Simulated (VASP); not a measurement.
Input of a VASP 6.6.1 run:

File INCAR:

```
SYSTEM = FeCo3
ALGO = Normal
EDIFF = 1E-6
ENCUT = 520
GGA = PS
ISIF = 2
ISMEAR = 0
ISPIN = 2
LASPH = .True.
LCHARG = .False.
LMAXMIX = 4
LORBIT = 11
LREAL = .False.
LWAVE = .False.
MAGMOM = 2.77 1.78 1.78 1.78
NBANDS = 30
NELM = 150
PREC = Accurate
SIGMA = 0.1
```

File KPOINTS:

```
k-points
0
Gamma
  12 12 12
  0 0 0
```

POSCAR

```
FeCo3
1.0
    3.5560544490      0.0000000000      0.0000000000
    0.0000000000      3.5560544490      0.0000000000
    0.0000000000      0.0000000000      3.5560544490
Fe Co
1 3
Direct
    0.0000000000      0.0000000000      0.0000000000
    0.5000000000      0.5000000000      0.0000000000
    0.5000000000      0.0000000000      0.5000000000
    0.0000000000      0.5000000000      0.5000000000
```

Potentials or basis: VASP PAW PBE potentials, release 64 (Fe, Co).

The run is started by

```console
$ cat potpaw_PBE.64/Fe/POTCAR potpaw_PBE.64/Co/POTCAR > POTCAR
$ mpirun -np 1 vasp_std > vasp.out
```

Task: Predict the net moment.

Result: 7.43 μB per cell.

Task: Predict the site moments.

Result: Fe +2.60; Co +1.62 μB.

Task: Estimate the pressure.

Result: -12.0 GPa.

Caveat: the cell stands under tension; the PAW data sets were made with another functional, which shifts forces and pressure a little.
